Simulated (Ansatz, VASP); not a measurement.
## Two plane-wave programs on InSe

```
CELL_PARAMETERS angstrom
4.01952 0.00000 0.00000
0.00000 4.01952 0.00000
0.00000 0.00000 4.01952
ATOMIC_POSITIONS crystal
In 0.00000 0.00000 0.00000
Se 0.50000 0.50000 0.50000
```

Alike in both runs: task single point; functional r2SCAN; k mesh 4 × 4 × 4; occupations gaussian, width 0.1 eV; no spin polarisation.

|  | VASP | Ansatz |
| --- | --- | --- |
| version | VASP 6.6.1 | Ansatz 0.2.0 |
| potentials or method | VASP PAW PBE potentials, release 64 (In_d, Se), cutoff 520 eV | scalar-relativistic, plane waves, PAW |
| valence electrons in the cell | 19 | 29 |

|  | VASP | Ansatz | Ansatz less VASP |
| --- | --- | --- | --- |
| gap on the k mesh at the Fermi level (eV) | none | none | - |
| pressure (GPa) | -7.2 | -7.2 | +0.01 |

VASP's potentials were made for PBE, not for r2SCAN. A gap of «none» marks a metal or a gap that the smearing closes. With one functional, cell and mesh, what is left measures potentials, basis and numerics. VASP's potentials hold 19 valence electrons a cell and Ansatz's 29, so a difference there can come from the potentials and not from the codes.

The k mesh is coarse, so the values compare programs but aren't converged.
